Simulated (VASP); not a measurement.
# TePb (F-43m) in VASP: single point with HSE06

Aim: the single point of TePb with HSE06.

Program: VASP 6.6.1. These are calculated values, not measurements. Logs are shortened: lines on timing, memory, paths and dates and some standing lists are left out, and cuts for length are marked.

## 1. The cell of the first run

Symmetry: F-43m, No. 216, cubic system. The conventional cell has a = 7.283 Å, b = 7.283 Å, c = 7.283 Å, α = 90.00°, β = 90.00°, γ = 90.00°. Pb (site symmetry -43m) has 4 Te at 3.15 Å within 4.1 Å. Te (site symmetry -43m) has 4 Pb at 3.15 Å within 4.1 Å.

## 2. Single point, HSE06

File POSCAR:

```
TePb
1.0
    0.0000000000      3.6414940692      3.6414940692
    3.6414940692      0.0000000000      3.6414940692
    3.6414940692      3.6414940692      0.0000000000
Pb Te
1 1
Direct
    0.0000000000      0.0000000000      0.0000000000
    0.2500000000      0.2500000000      0.2500000000
```

File INCAR.step1:

```
PREC     = Accurate       # precision mode
ENCUT    = 400            # plane-wave cutoff, eV
EDIFF    = 1E-5           # SCF threshold, eV
ISMEAR   = 0              # smearing method
SIGMA    = 0.01           # smearing width, eV
LREAL    = False          # projectors in reciprocal space
LASPH    = True           # aspherical terms in the spheres
NELM     = 120            # most SCF steps
ALGO     = Normal         # electronic algorithm
ISIF     = 2              # what is computed and relaxed
LWAVE    = True           # write WAVECAR
NBANDS   = 17             # bands
GGA      = PE             # functional
ISYM     = -1           
GGA_COMPAT= False        
KPAR     = 1
```

File INCAR.step2:

```
PREC     = Accurate       # precision mode
ENCUT    = 400            # plane-wave cutoff, eV
EDIFF    = 1E-6           # SCF threshold, eV
ISMEAR   = 0              # smearing method
SIGMA    = 0.01           # smearing width, eV
LREAL    = False          # projectors in reciprocal space
LASPH    = True           # aspherical terms in the spheres
NELM     = 120            # most SCF steps
ALGO     = Normal         # electronic algorithm
ISIF     = 2              # what is computed and relaxed
LWAVE    = False          # write WAVECAR
LCHARG   = True           # write CHGCAR
GGA      = PE             # functional
LHFCALC  = True           # exact exchange
HFSCREEN = 0.2079         # screening, 1/A
PRECFOCK = Normal       
LELF     = True           # ELF
LVHAR    = True         
NBANDS   = 17             # bands
ISTART   = 1            
ISYM     = -1           
GGA_COMPAT= False        
KPAR     = 1
```

File KPOINTS:

```
explicit points
64
Reciprocal
  0.00000000   0.00000000   0.12500000 1
  0.00000000   0.00000000   0.37500000 1
  0.00000000   0.00000000   0.62500000 1
  0.00000000   0.00000000   0.87500000 1
  0.00000000   0.25000000   0.12500000 1
  0.00000000   0.25000000   0.37500000 1
  0.00000000   0.25000000   0.62500000 1
  0.00000000   0.25000000   0.87500000 1
  0.00000000   0.50000000   0.12500000 1
  0.00000000   0.50000000   0.37500000 1
  0.00000000   0.50000000   0.62500000 1
  0.00000000   0.50000000   0.87500000 1
  0.00000000   0.75000000   0.12500000 1
  0.00000000   0.75000000   0.37500000 1
  0.00000000   0.75000000   0.62500000 1
  0.00000000   0.75000000   0.87500000 1
  0.25000000   0.00000000   0.12500000 1
  0.25000000   0.00000000   0.37500000 1
  0.25000000   0.00000000   0.62500000 1
  0.25000000   0.00000000   0.87500000 1
  0.25000000   0.25000000   0.12500000 1
  0.25000000   0.25000000   0.37500000 1
  0.25000000   0.25000000   0.62500000 1
  0.25000000   0.25000000   0.87500000 1
  0.25000000   0.50000000   0.12500000 1
  0.25000000   0.50000000   0.37500000 1
  0.25000000   0.50000000   0.62500000 1
  0.25000000   0.50000000   0.87500000 1
  0.25000000   0.75000000   0.12500000 1
  0.25000000   0.75000000   0.37500000 1
  0.25000000   0.75000000   0.62500000 1
  0.25000000   0.75000000   0.87500000 1
  0.50000000   0.00000000   0.12500000 1
  0.50000000   0.00000000   0.37500000 1
  0.50000000   0.00000000   0.62500000 1
  0.50000000   0.00000000   0.87500000 1
  0.50000000   0.25000000   0.12500000 1
  0.50000000   0.25000000   0.37500000 1
  0.50000000   0.25000000   0.62500000 1
  0.50000000   0.25000000   0.87500000 1
  0.50000000   0.50000000   0.12500000 1
  0.50000000   0.50000000   0.37500000 1
  0.50000000   0.50000000   0.62500000 1
  0.50000000   0.50000000   0.87500000 1
  0.50000000   0.75000000   0.12500000 1
  0.50000000   0.75000000   0.37500000 1
  0.50000000   0.75000000   0.62500000 1
  0.50000000   0.75000000   0.87500000 1
  0.75000000   0.00000000   0.12500000 1
  0.75000000   0.00000000   0.37500000 1
  0.75000000   0.00000000   0.62500000 1
  0.75000000   0.00000000   0.87500000 1
  0.75000000   0.25000000   0.12500000 1
  0.75000000   0.25000000   0.37500000 1
  0.75000000   0.25000000   0.62500000 1
  0.75000000   0.25000000   0.87500000 1
  0.75000000   0.50000000   0.12500000 1
  0.75000000   0.50000000   0.37500000 1
  0.75000000   0.50000000   0.62500000 1
  0.75000000   0.50000000   0.87500000 1
  0.75000000   0.75000000   0.12500000 1
  0.75000000   0.75000000   0.37500000 1
  0.75000000   0.75000000   0.62500000 1
  0.75000000   0.75000000   0.87500000 1
```

Potentials or basis: VASP PAW PBE potentials, release 64 (Pb_d, Te).

Command:

```bash
cat potpaw_PBE.64/Pb_d/POTCAR potpaw_PBE.64/Te/POTCAR > POTCAR
cp INCAR.step1 INCAR
mpirun -np 4 vasp_std > vasp.out
cp INCAR.step2 INCAR
mpirun -np 4 vasp_std > vasp.out
```

OUTCAR:

```text
PREC = Accurate
   ENCUT = 400
   EDIFF = 1E-6
   ISMEAR = 0
   LREAL = False
   LASPH = True
   NELM = 120
   ISIF = 2
   GGA = PE
   LHFCALC = True
   HFSCREEN = 0.2079
   PRECFOCK = Normal
   ISTART = 1
   ISYM = -1

 ion  position               nearest neighbor table
   1  0.000  0.000  0.000-   2 3.15   2 3.15   2 3.15   2 3.15
   2  0.250  0.250  0.250-   1 3.15   1 3.15   1 3.15   1 3.15

IMPORTANT INFORMATION: All symmetrisations will be switched off!
NOSYMM: (Re-)initialisation of all symmetry stuff for point group C_1.

----------------------------------------------------------------------------------------

                                     Primitive cell

  volume of cell :      96.5759

  direct lattice vectors                    reciprocal lattice vectors
     0.000000000  3.641494069  3.641494069    -0.137306279  0.137306279  0.137306279
     3.641494069  0.000000000  3.641494069     0.137306279 -0.137306279  0.137306279
     3.641494069  3.641494069  0.000000000     0.137306279  0.137306279 -0.137306279

  length of vectors
     5.149850300  5.149850300  5.149850300     0.237821451  0.237821451  0.237821451

  position of ions in fractional coordinates (direct lattice)
     0.000000000  0.000000000  0.000000000
     0.250000000  0.250000000  0.250000000

  ion indices of the primitive-cell ions
   primitive index   ion index
                 1           1
                 2           2

----------------------------------------------------------------------------------------

 KPOINTS: explicit points

Read explicit list of k-points.

 Found     64 k-points:

 Following reciprocal coordinates:
            Coordinates               Weight
  0.000000  0.000000  0.125000      0.015625
  0.000000  0.000000  0.375000      0.015625
  0.000000  0.000000  0.625000      0.015625
  0.000000  0.000000  0.875000      0.015625
  0.000000  0.250000  0.125000      0.015625
  0.000000  0.250000  0.375000      0.015625
[... 16 lines left out ...]
  0.250000  0.250000  0.625000      0.015625
  0.250000  0.250000  0.875000      0.015625
 [... further k-points ...]
   k-points           NKPTS =     64   k-points in BZ     NKDIM =     64   number of bands    NBANDS=     20
   number of dos      NEDOS =    301   number of ions     NIONS =      2
   total plane-waves  NPLWV =  46656
   dimension x,y,z NGX =    36 NGY =   36 NGZ =   36
   dimension x,y,z NGXF=    72 NGYF=   72 NGZF=   72
   ions per type =               1   1
[... 16 lines left out ...]
   IBRION =     -1    ionic relax: 0-MD 1-quasi-New 2-CG
   NFREE  =      0    steps in history (QN), initial steepest desc. (CG)
   ISIF   =      2    stress and relaxation
   ISYM   =     -1    0-nonsym 1-usesym 2-fastsym
   POTIM  = 0.5000    time-step for ionic-motion
   TEBEG  =    0.0;   TEEND  =   0.0 temperature during run
   PSTRESS=    0.0 pullay stress
   NELECT =      20.0000    total number of electrons
   NUPDOWN=      -1.0000    fix difference up-down
   EMIN   =  10.00;   EMAX   =-10.00  energy-range for DOS
   EFERMI =   0.00;   METHOD = LEGACY
   ISMEAR =     0;   SIGMA  =   0.01  broadening in eV -4-tet -1-fermi 0-gaus
   EFERMI_NEDOS =   21; number of points for ismear=-14 and -15
   IALGO  =     38    algorithm
   IMIX   =      1    mixing-type and parameters
     AMIX     =   0.40;   BMIX     =  1.00
     AMIX_MAG =   1.60;   BMIX_MAG =  1.00
  volume/ion in A,a.u.               =      48.29       325.86
  Fermi-wavevector in a.u.,A,eV,Ry     =   0.968565  1.830322 12.763860  0.938117
  Thomas-Fermi vector in A             =   2.098544
   LORBIT       =      0    0 simple, 1 ext, 2 COOP (PROOUT), +10 PAW based schemes
   GGA     = PE    functional components
   LHFCALC =     T    Hartree Fock is set to
   PRECFOCK=normal    Normal, Fast or Accurate (Low or Medium for compatibility)
   ENCUT4O =  -1.0   cutoff for four orbital integrals eV
   NKREDX  =     1    reduce k-point grid by
   NKREDY  =     1    reduce k-point grid by
   NKREDZ  =     1    reduce k-point grid by
   AEXX    =    0.2500 exact exchange contribution
   HFSCREEN=    0.2079 screening length (either q_TF or 0.3 A-1)
   HFSCREENC=   0.2079 screening length for correlation (either q_TF or 0.3 A-1)
   ENCUTFOCK=  -1.0 apply spherical cutoff to Coloumb kernel
   IVDW    =     0    specifies the selected vdW correction
   LEPSILON=     F    determine dielectric tensor
   LRPA    =     F    only Hartree local field effects (RPA)
 non-spin polarized calculation
 Gauss-broadening in eV      SIGMA  =   0.01
  energy-cutoff  :      400.00
  volume of cell :       96.58
 maximum number of plane-waves:      1777
 NGX is ok and might be reduce to    36
  NGX = 28; NGY = 28; NGZ = 28

 number of electron      19.9999991 magnetization

 Free energy of the ion-electron system (eV)
  ---------------------------------------------------
  ext. energy  EPLUGINS =         0.00000000
  ---------------------------------------------------
  free energy    TOTEN  =        -8.52950724 eV

  energy without entropy =       -8.52950724  energy(sigma->0) =       -8.52950724

 E-fermi :   2.3780     XC(G=0):  -6.2786

 val. band max:        2.2640205964   @ k =   0.2500   0.5000   0.6250
 cond. band min:       3.7687608157   @ k =   0.5000   0.0000   0.6250
 fundamental gap:      1.5047402193
 Fermi energy:         2.3780077241

 k-point     1 :       0.0000    0.0000    0.1250
  band No.  band energies     occupation
      1     -16.2505      2.00000
      2     -16.2482      2.00000
      3     -16.2482      2.00000
      4     -16.2206      2.00000
      5     -16.2206      2.00000
      6      -9.9212      2.00000
[... 541 lines left out ...]
     19      13.0133      0.00000
     20      13.6173      0.00000

 [... further k-points ...]

------------------------ aborting loop because EDIFF is reached ----------------------------------------

  FORCE on cell =-STRESS in cart. coord.  units (eV):
  Direction    XX          YY          ZZ          XY          YZ          ZX
  --------------------------------------------------------------------------------------
  -------------------------------------------------------------------------------------
  Total       -0.0442623     -0.0442661     -0.0442784      0.0374740     -0.0374679     -0.0374666
  in kB       -0.7343042     -0.7343675     -0.7345715      0.6216875     -0.6215861     -0.6215647
  external PRESSURE =      -0.7344144 kB  Pullay stress =       0.0000000 kB

 VOLUME and BASIS-vectors are now :
 -----------------------------------------------------------------------------
  energy-cutoff  :      400.00
  volume of cell :       96.58
      direct lattice vectors                 reciprocal lattice vectors
     0.000000000  3.641494069  3.641494069    -0.137306279  0.137306279  0.137306279
     3.641494069  0.000000000  3.641494069     0.137306279 -0.137306279  0.137306279
     3.641494069  3.641494069  0.000000000     0.137306279  0.137306279 -0.137306279

 POSITION                                       TOTAL-FORCE (eV/Angst)
 -----------------------------------------------------------------------------------
      0.00000      0.00000      0.00000         0.000624      0.000624     -0.000623
      1.82075      1.82075      1.82075        -0.000624     -0.000624      0.000623
 -----------------------------------------------------------------------------------
    total drift:                               -0.000004     -0.000005      0.000007

  FREE ENERGIE OF THE ION-ELECTRON SYSTEM (eV)
  ---------------------------------------------------
  free  energy   TOTEN  =        -8.5295072375 eV

  energy  without entropy=       -8.5295072375  energy(sigma->0) =       -8.52950724
```

Wall time 30 min (4 MPI ranks of Intel Xeon Platinum 8375C at 2.90GHz (Ice Lake), shared host); peak memory 0.29 GiB.

What came out:

| Quantity | Value |
| --- | --- |
| Free energy | -8.5295 eV |
| Pressure | -0.1 GPa |
| Band gap on the k mesh | 1.50 eV (least direct gap 1.77 eV) |

Caveat: the structure was generated, so it needn't be the stable form of TePb; the PAW data sets were made with another functional, which shifts forces and pressure a little; spin-orbit coupling is left out, which moves the levels of the heavy elements; a shifted mesh leaves out Γ, where band edges can lie. A k mesh can miss the band edges.
